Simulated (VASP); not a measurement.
Set up this calculation in VASP 6.6.1, as the native input.

```yaml
Task: relaxation of cell and atoms
Functional: LDA
Potentials_or_basis: VASP PAW LDA potentials, release 64 (C)
Cutoff: 600 eV
k_mesh: 25 × 25 × 25
Occupations: fermi-dirac, width 0.1 eV
Spin: no spin polarisation
Target_pressure: 390 GPa
Dipole_correction: no
Further_INCAR_settings: ALGO = Normal; EDIFF = 1e-07; IBRION = 2; EDIFFG = -0.005; NSW = 32; ISIF = 3
```

The structure of C lies in POSCAR:

```
C
1.0
    1.5031394341      0.0000000000      0.0000000000
    0.0000000000      1.5031394341      0.0000000000
    0.0000000000      0.0000000000      1.5031394341
C
1
Direct
    0.0000000000      0.0000000000      0.0000000000
```

One way to write it, as run:

INCAR

```
ALGO = Normal
EDIFF = 1E-7
EDIFFG = -0.005
ENCUT = 600
IBRION = 2
ISIF = 3
ISMEAR = -1
LASPH = True
LCHARG = False
LREAL = False
LWAVE = False
NELM = 80
NSW = 32
PREC = Accurate
PSTRESS = 3900.0
SIGMA = 0.1
```

KPOINTS

```
k-points
0
Gamma
  25 25 25
```

Potentials or basis: VASP PAW LDA potentials, release 64 (C).

The run is started by

```sh
$ cat potpaw_LDA.64/C/POTCAR > POTCAR
$ mpirun -np 1 vasp_std > vasp.out
```

Results of the run:

```json
{
  "Relaxed volume": "3.40 Å³/atom",
  "Relaxed cell": "a = 1.504 Å, b = 1.504 Å, c = 1.504 Å, α = 90.00°, β = 90.00°, γ = 90.00°",
  "Space group after relaxing (to 0.05 Å)": "Pm-3m (No. 221)",
  "Energy change on relaxing (the enthalpy is what falls)": "-15.1 meV/atom",
  "Ionic steps": "3",
  "Pressure after relaxing": "390.0 GPa",
  "Band gap on the k mesh": "zero (band 2 reaches 34.22 eV, above the bottom of band 3 at 18.52 eV)"
}
```

Caveat: the cell is relaxed towards a set pressure, so the enthalpy falls and the energy may rise.

Run time: 10 s on 1 thread of Intel Xeon 8259CL, on a shared host, peak memory 0.11 GiB.
